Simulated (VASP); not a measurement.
Here is a VASP 6.6.1 calculation.

INCAR

```
PREC = Accurate
ENCUT = 500
EDIFF = 1E-6
ISMEAR = 0
SIGMA = 0.01
LREAL = False
LASPH = True
NELM = 120
ALGO = Normal
ISIF = 2
LWAVE = False
LCHARG = False
GGA = PE
NBANDS = 11
GGA_COMPAT = False
```

The input KPOINTS:

```
regular mesh
0
Gamma
  8 8 8
```

The input POSCAR:

```
BAs
1.0
    0.0000000000      2.4045577721      2.4045577721
    2.4045577721      0.0000000000      2.4045577721
    2.4045577721      2.4045577721      0.0000000000
B As
1 1
Direct
    0.0000000000      0.0000000000      0.0000000000
    0.2500000000      0.2500000000      0.2500000000
```

Potentials or basis: VASP PAW PBE potentials, release 64 (B, As).

Command:

```bash
$ cat potpaw_PBE.64/B/POTCAR potpaw_PBE.64/As/POTCAR > POTCAR
$ mpirun -np 1 vasp_std > vasp.out
```

What does it give for the band gap on the k mesh?

1.21 eV, indirect (least direct gap 3.25 eV).

What does it give for the pressure?

0.6 GPa.

A k mesh can miss the band edges. As with any semilocal functional, this PBE gap is likely too small.
